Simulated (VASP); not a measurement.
# SiSnTeSe3 (P4/mmm) in VASP: relaxation of cell and atoms with PBE

Aim: the relaxation of cell and atoms of SiSnTeSe3 with PBE.

Everything below comes from runs of VASP 6.6.1. Logs are shortened: lines on timing, memory, paths and dates and some standing lists are left out, and cuts for length are marked.

**1. The cell of the first run**

Symmetry: P4/mmm, No. 123, tetragonal system. The conventional cell has a = 5.546 Å, b = 5.546 Å, c = 5.908 Å, α = 90.00°, β = 90.00°, γ = 90.00°. Si (site symmetry 4/mmm) has 10 Se at 2.95 to 4.05 Å and 4 Sn at 3.92 Å within 4.1 Å. Within 4.1 Å of Sn (site symmetry 4/mmm) lie 2 Te at 2.95 Å and 4 Si at 3.92 Å and 8 Se at 4.05 Å. Te (site symmetry 4/mmm) has 4 Se at 2.77 Å and 2 Sn at 2.95 Å within 3.7 Å. Se (site symmetry mmm) has 2 Te at 2.77 Å and 2 Se at 2.77 Å within 3.7 Å. Within 3.7 Å of Se (site symmetry 4/mmm) lie 4 Se at 2.77 Å and 2 Si at 2.95 Å.

The cell was built from a structure type or drawn by symmetry, and may not be a known phase.

**2. Relaxation of cell and atoms, PBE**

Contents of INCAR:

```
SYSTEM = SiSnTeSe3
PREC = Accurate
ENCUT = 600
EDIFF = 1E-6
ISMEAR = 0
SIGMA = 0.1
LREAL = .FALSE.
LASPH = .TRUE.
NELM = 80
ALGO = Normal
ISIF = 3
LWAVE = .FALSE.
LCHARG = .FALSE.
GGA = PE
IBRION = 2
NSW = 100
EDIFFG = -0.01
```

Contents of KPOINTS:

```
regular mesh
0
G
  8 8 6
  0 0 0
```

Contents of POSCAR:

```
SiSnTeSe3
1.0
    5.5464142332      0.0000000000      0.0000000000
    0.0000000000      5.5464142332      0.0000000000
    0.0000000000      0.0000000000      5.9084965344
Si Sn Te Se
1 1 1 3
Direct
    0.0000000000      0.0000000000      0.0000000000
    0.5000000000      0.5000000000      0.0000000000
    0.5000000000      0.5000000000      0.5000000000
    0.0000000000      0.5000000000      0.5000000000
    0.5000000000      0.0000000000      0.5000000000
    0.0000000000      0.0000000000      0.5000000000
```

Potentials or basis: VASP PAW PBE potentials, release 64 (Si, Sn_d, Te, Se).

The run is started by

```bash
> cat potpaw_PBE.64/Si/POTCAR potpaw_PBE.64/Sn_d/POTCAR potpaw_PBE.64/Te/POTCAR potpaw_PBE.64/Se/POTCAR > POTCAR
> mpirun -np 1 vasp_std > vasp.out
```

OUTCAR:

```text
SYSTEM = SiSnTeSe3
   PREC = Accurate
   ENCUT = 600
   EDIFF = 1E-6
   ISMEAR = 0
   LREAL = .FALSE.
   LASPH = .TRUE.
   NELM = 80
   ISIF = 3
   GGA = PE
   IBRION = 2
   NSW = 100
   EDIFFG = -0.01

 ion  position               nearest neighbor table
   1  0.000  0.000  0.000-   6 2.95   6 2.95
   2  0.500  0.500  0.000-   3 2.95   3 2.95
   3  0.500  0.500  0.500-   4 2.77   5 2.77   5 2.77   4 2.77   2 2.95   2 2.95
   4  0.000  0.500  0.500-   3 2.77   6 2.77   6 2.77   3 2.77
   5  0.500  0.000  0.500-   3 2.77   6 2.77   3 2.77   6 2.77
   6  0.000  0.000  0.500-   4 2.77   5 2.77   4 2.77   5 2.77   1 2.95   1 2.95

  LATTYP: Found a simple tetragonal cell.
 ALAT       =     5.5464142332
 C/A-ratio  =     1.0652822321

  Lattice vectors:

 A1 = (   5.5464142332,   0.0000000000,   0.0000000000)
 A2 = (   0.0000000000,   5.5464142332,   0.0000000000)
 A3 = (   0.0000000000,   0.0000000000,   5.9084965344)

Analysis of symmetry for initial positions (statically):
=====================================================================
 Subroutine PRICEL returns:
 Original cell was already a primitive cell.

 Routine SETGRP: Setting up the symmetry group for a
 simple tetragonal supercell.

 Subroutine GETGRP returns: Found 16 space group operations
 (whereof 16 operations were pure point group operations)
 out of a pool of 16 trial point group operations.

The static configuration has the point symmetry D_4h.

Analysis of symmetry for dynamics (positions and initial velocities):
=====================================================================
 Subroutine PRICEL returns:
 Original cell was already a primitive cell.

 Routine SETGRP: Setting up the symmetry group for a
 simple tetragonal supercell.

 Subroutine GETGRP returns: Found 16 space group operations
 (whereof 16 operations were pure point group operations)
 out of a pool of 16 trial point group operations.

The dynamic configuration has the point symmetry D_4h.

 Subroutine INISYM returns: Found 16 space group operations
 (whereof 16 operations are pure point group operations),
 and found     1 'primitive' translations

----------------------------------------------------------------------------------------

                                     Primitive cell

  volume of cell :     181.7614

  direct lattice vectors                    reciprocal lattice vectors
     5.546414233  0.000000000  0.000000000     0.180296667  0.000000000  0.000000000
     0.000000000  5.546414233  0.000000000     0.000000000  0.180296667  0.000000000
     0.000000000  0.000000000  5.908496534     0.000000000  0.000000000  0.169247793

  length of vectors
     5.546414233  5.546414233  5.908496534     0.180296667  0.180296667  0.169247793

  position of ions in fractional coordinates (direct lattice)
     0.000000000  0.000000000  0.000000000
     0.500000000  0.500000000  0.000000000
     0.500000000  0.500000000  0.500000000
     0.000000000  0.500000000  0.500000000
     0.500000000  0.000000000  0.500000000
     0.000000000  0.000000000  0.500000000

  ion indices of the primitive-cell ions
   primitive index   ion index
                 1           1
                 2           2
                 3           3
                 4           4
                 5           5
                 6           6

----------------------------------------------------------------------------------------

 KPOINTS: regular mesh

Automatic generation of k-mesh.
 Grid dimensions read from file:
 generate k-points for:    8    8    6

 Generating k-lattice:

  Cartesian coordinates                     Fractional coordinates (reciprocal lattice)
     0.022537083  0.000000000  0.000000000     0.125000000  0.000000000  0.000000000
     0.000000000  0.022537083  0.000000000     0.000000000  0.125000000  0.000000000
     0.000000000  0.000000000  0.028207966     0.000000000  0.000000000  0.166666667

  Length of vectors
     0.022537083  0.022537083  0.028207966

  Shift w.r.t. Gamma in fractional coordinates (k-lattice)
     0.000000000  0.000000000  0.000000000

 Subroutine IBZKPT returns following result:
 ===========================================

 Found     60 irreducible k-points:

 Following reciprocal coordinates:
            Coordinates               Weight
  0.000000  0.000000  0.000000      1.000000
  0.125000  0.000000  0.000000      4.000000
  0.250000  0.000000  0.000000      4.000000
  0.375000  0.000000  0.000000      4.000000
  0.500000  0.000000  0.000000      2.000000
  0.125000  0.125000  0.000000      4.000000
[... 16 lines left out ...]
  0.375000  0.125000  0.166667     16.000000
  0.500000  0.125000  0.166667      8.000000
 [... further k-points ...]
   k-points           NKPTS =     60   k-points in BZ     NKDIM =     60   number of bands    NBANDS=     25
   number of dos      NEDOS =    301   number of ions     NIONS =      6
   total plane-waves  NPLWV = 110592
   dimension x,y,z NGX =    48 NGY =   48 NGZ =   48
   dimension x,y,z NGXF=    96 NGYF=   96 NGZF=   96
   ions per type =               1   1   1   3
   NGX,Y,Z   is equivalent  to a cutoff of  14.39, 14.39, 13.51 a.u.
   NGXF,Y,Z  is equivalent  to a cutoff of  28.77, 28.77, 27.01 a.u.
 SYSTEM =  SiSnTeSe3
   PREC   = accura    normal or accurate (medium, high low for compatibility)
   ISTART =      0    job   : 0-new  1-cont  2-samecut
   ICHARG =      2    charge: 1-file 2-atom 10-const
   ISPIN  =      1    spin polarized calculation?
   LNONCOLLINEAR =      F non collinear calculations
   LSORBIT =      F    spin-orbit coupling
   LASPH  =      T    aspherical Exc in radial PAW
   ENCUT  =  600.0 eV  44.10 Ry    6.64 a.u.  11.08 11.08 11.80*2*pi/ulx,y,z
   NELM   =     80;   NELMIN=  2; NELMDL= -5     # of ELM steps
   EDIFF  = 0.1E-05   stopping-criterion for ELM
   LREAL  =      F    real-space projection
   EDIFFG = -.1E-01   stopping-criterion for IOM
   NSW    =    100    number of steps for IOM
   IBRION =      2    ionic relax: 0-MD 1-quasi-New 2-CG
   NFREE  =      1    steps in history (QN), initial steepest desc. (CG)
   ISIF   =      3    stress and relaxation
   ISYM   =      2    0-nonsym 1-usesym 2-fastsym
   POTIM  = 0.5000    time-step for ionic-motion
   TEBEG  =    0.0;   TEEND  =   0.0 temperature during run
   PSTRESS=    0.0 pullay stress
   NELECT =      42.0000    total number of electrons
   NUPDOWN=      -1.0000    fix difference up-down
   EMIN   =  10.00;   EMAX   =-10.00  energy-range for DOS
   EFERMI =   0.00;   METHOD = LEGACY
   ISMEAR =     0;   SIGMA  =   0.10  broadening in eV -4-tet -1-fermi 0-gaus
   EFERMI_NEDOS =   21; number of points for ismear=-14 and -15
   IALGO  =     38    algorithm
   IMIX   =      4    mixing-type and parameters
     AMIX     =   0.40;   BMIX     =  1.00
     AMIX_MAG =   1.60;   BMIX_MAG =  1.00
  volume/ion in A,a.u.               =      30.29       204.43
  Fermi-wavevector in a.u.,A,eV,Ry     =   1.004594  1.898408 13.731133  1.009210
  Thomas-Fermi vector in A             =   2.137220
   LORBIT       =      0    0 simple, 1 ext, 2 COOP (PROOUT), +10 PAW based schemes
   GGA     = PE    functional components
   LHFCALC =     F    Hartree Fock is set to
   AEXX    =    0.0000 exact exchange contribution
   IVDW    =     0    specifies the selected vdW correction
   LEPSILON=     F    determine dielectric tensor
   LRPA    =     F    only Hartree local field effects (RPA)
 conjugate gradient relaxation of ions
 non-spin polarized calculation
 Gauss-broadening in eV      SIGMA  =   0.10
  energy-cutoff  :      600.00
  volume of cell :      181.76
 maximum number of plane-waves:      6108
 NGX is ok and might be reduce to    48
   NGX = 23   NGY = 23   NGZ = 23

--------------------------------------- Ionic step        1  -------------------------------------------

 number of electron      41.9999994 magnetization

 Free energy of the ion-electron system (eV)
  ---------------------------------------------------
  ext. energy  EPLUGINS =         0.00000000
  ---------------------------------------------------
  free energy    TOTEN  =       -19.50293227 eV

  energy without entropy =      -19.48584460  energy(sigma->0) =      -19.49438843

------------------------ aborting loop because EDIFF is reached ----------------------------------------

  FORCE on cell =-STRESS in cart. coord.  units (eV):
  Direction    XX          YY          ZZ          XY          YZ          ZX
  --------------------------------------------------------------------------------------
  -------------------------------------------------------------------------------------
  Total       -0.0603432     -0.0603432     -0.9291363      0.0000000     -0.0000000     -0.0000000
  in kB       -0.5319087     -0.5319087     -8.1900857      0.0000000     -0.0000000     -0.0000000
  external PRESSURE =      -3.0846343 kB  Pullay stress =       0.0000000 kB
[... 105 lines left out ...]
  energy  without entropy=      -19.4904552379  energy(sigma->0) =      -19.49877241

--------------------------------------- Ionic step        4  -------------------------------------------

 number of electron      41.9999997 magnetization

 Free energy of the ion-electron system (eV)
  ---------------------------------------------------
  ext. energy  EPLUGINS =         0.00000000
  ---------------------------------------------------
  free energy    TOTEN  =       -19.50712338 eV

  energy without entropy =      -19.49047020  energy(sigma->0) =      -19.49879679

 E-fermi :   3.9939     XC(G=0):  -8.8678

 val. band max:        3.9780455197   @ k =   0.5000   0.3750   0.1667
 cond. band min:       4.0121804971   @ k =   0.3750   0.3750   0.1667
 fundamental gap:      0.0341349773
 Fermi energy:         3.9939277951

 k-point     1 :       0.0000    0.0000    0.0000
  band No.  band energies     occupation
      1     -17.7888      2.00000
      2     -17.7577      2.00000
      3     -17.7566      2.00000
      4     -17.7547      2.00000
      5     -17.7547      2.00000
      6     -11.0793      2.00000
[... 661 lines left out ...]
     24       5.3760      0.00000
     25       5.4619      0.00000

 [... further k-points ...]
[... 5 lines left out ...]
  --------------------------------------------------------------------------------------
  -------------------------------------------------------------------------------------
  Total       -0.0325276     -0.0325276      0.0001685      0.0000000      0.0000000      0.0000000
  in kB       -0.2891983     -0.2891983      0.0014977      0.0000000      0.0000000      0.0000000
  external PRESSURE =      -0.1922997 kB  Pullay stress =       0.0000000 kB
[... 21 lines left out ...]
  FREE ENERGIE OF THE ION-ELECTRON SYSTEM (eV)
  ---------------------------------------------------
  free  energy   TOTEN  =       -19.5071233823 eV

  energy  without entropy=      -19.4904702031  energy(sigma->0) =      -19.49879679

 reached required accuracy - stopping structural energy minimisation
```

Run time: 19 min. Hardware: 1 thread of Intel Xeon 8259CL, shared host; peak memory 0.63 GiB.

What came out:

| Item | Value |
| --- | --- |
| Free energy | -19.5071 eV |
| Relaxed volume | 30.03 Å³/atom |
| Relaxed cell | a = 5.547 Å, b = 5.547 Å, c = 5.856 Å, α = 90.00°, β = 90.00°, γ = 90.00° |
| Space group after relaxing (to 0.1 Å) | P4/mmm (No. 123) |
| Energy gained by relaxing | 0.7 meV/atom |
| Ionic steps | 4 |
| Pressure after relaxing | 0.0 GPa |

Step by step:
| step | energy change (eV) | largest force (eV/Å) | pressure (GPa) | volume (Å³) |
| --- | --- | --- | --- | --- |
| 1 | 0.0000 | 0.0000 | -0.31 | 181.76 |
| 2 | -0.0041 | 0.0000 | -0.01 | 180.23 |
| 3 | -0.0042 | 0.0000 | 0.05 | 179.99 |
| 4 | -0.0042 | 0.0000 | -0.02 | 180.21 |

Final structure:
```
Si Sn Te Se
1.0
     5.54734    0.00000    0.00000
     0.00000    5.54734    0.00000
     0.00000    0.00000    5.85596
Si Sn Te Se
1 1 1 3
Direct
  0.00000 0.00000 0.00000
  0.50000 0.50000 0.00000
  0.50000 0.50000 0.50000
  0.00000 0.50000 0.50000
  0.50000 0.00000 0.50000
  0.00000 0.00000 0.50000
```

Levels at points of the mesh, in eV from the Fermi level:
```csv
k point,band 17,band 18,band 19,band 20,band 21,band 22,band 23,band 24,band 25
"(0.00, 0.00, 0.00)",-3.67,-1.58,-0.32,-0.27,-0.27,2.25,2.25,3.14,3.14
"(0.50, 0.00, 0.00)",-2.62,-1.42,-1.36,-0.51,-0.39,0.54,0.57,0.89,0.96
"(0.50, 0.50, 0.00)",-2.09,-2.09,-1.86,-1.86,-1.78,-1.66,-0.89,-0.56,-0.56
"(0.00, 0.00, 0.50)",-1.78,-0.90,-0.90,-0.40,0.27,0.44,1.70,1.97,1.97
"(0.50, 0.00, 0.50)",-2.17,-1.13,-0.64,-0.55,-0.19,0.07,0.22,0.68,1.43
"(0.50, 0.50, 0.50)",-1.77,-1.64,-1.39,-1.39,-1.15,-1.15,-0.27,0.27,0.27
```

Caveat: the highest band is partly filled, so the run has too few bands; spin-orbit coupling is left out, which moves the levels of the heavy elements.
